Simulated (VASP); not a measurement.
Set up this calculation in VASP 6.6.1, as the native input.

```yaml
Task: single point
Functional: PBE
Potentials_or_basis: VASP PAW PBE potentials, release 64 (C, Al, N)
Cutoff: 520 eV
k_mesh: 1 × 1 × 1, shifted
Occupations: fermi-dirac, width 0.2482 eV
Spin: no spin polarisation
Dipole_correction: no
Mended: yes
Further_INCAR_settings: LREAL = Auto; ALGO = Normal; EDIFF = 1e-06; NBANDS = 56; ISYM = -1
```

The structure of Al7C6N7 lies in POSCAR:

```
Al7C6N7
1.0
    5.8984000000      0.2046430000     -0.2479320000
    0.2046430000      6.1394710000      0.1573230000
   -0.2479320000      0.1573230000      6.0818960000
C Al N
6 7 7
Direct
   -0.0905350365      0.4084511043      0.0755239344
    0.7387721427      0.4304982418      0.6269584320
    0.4975306201      0.9607140061      1.0489569950
    0.5366918269      0.2717789412      0.6344389973
   -0.0212805586      1.0068351403      0.2957404309
    0.9142565873      1.0843098608      0.8227839779
    0.3320068847      0.9721404972      0.2848771290
    0.4000601570      0.7139150243      0.7000368736
    0.6576727389      0.2371120791      0.9285619047
    0.8305128340      0.2266952541      0.4212062045
    0.6793668815      0.6661168529      0.0965416521
    0.3520598367      0.4119202763      0.2470892902
    0.2457870230      1.1964720833      0.8415727416
    0.8828842027      0.8346893501      0.3059811305
    0.8099212804      0.9182680007      0.7899577247
    0.2855121799      0.6201816058      0.4274069756
    0.0984801244      0.3314159622      0.0893959747
    0.5208832284      0.1813641023      0.4214402673
    0.7121455847      0.6429386003      0.6148274567
    0.4692085299      0.4697067281      0.0030886976
```

These files were run (other wordings do the same):

INCAR

```
ALGO = Normal
EDIFF = 1E-6
ENCUT = 520
GGA = PE
GGA_COMPAT = F
ISIF = 2
ISMEAR = -1
ISYM = -1
LASPH = T
LCHARG = F
LREAL = Auto
LWAVE = F
NBANDS = 56
NELM = 120
PREC = Accurate
SIGMA = 0.2482
```

KPOINTS

```
explicit points
1
Reciprocal
  0.25000000   0.25000000   0.25000000 1
```

Potentials or basis: VASP PAW PBE potentials, release 64 (C, Al, N).

Launch:

```sh
$ cat potpaw_PBE.64/C/POTCAR potpaw_PBE.64/Al/POTCAR potpaw_PBE.64/N/POTCAR > POTCAR
$ mpirun -np 1 vasp_std > vasp.out
```

Results of the run:

```yaml
Pressure: 15.4 GPa
Largest_force: 7.137 eV/Å
```

Caveat: the atoms stand as in a frame of molecular dynamics.

Wall time 56 s on 1 thread of AMD EPYC 7R43 64-Core Processor (Zen 3), with other jobs on the host, peak memory 0.28 GiB.
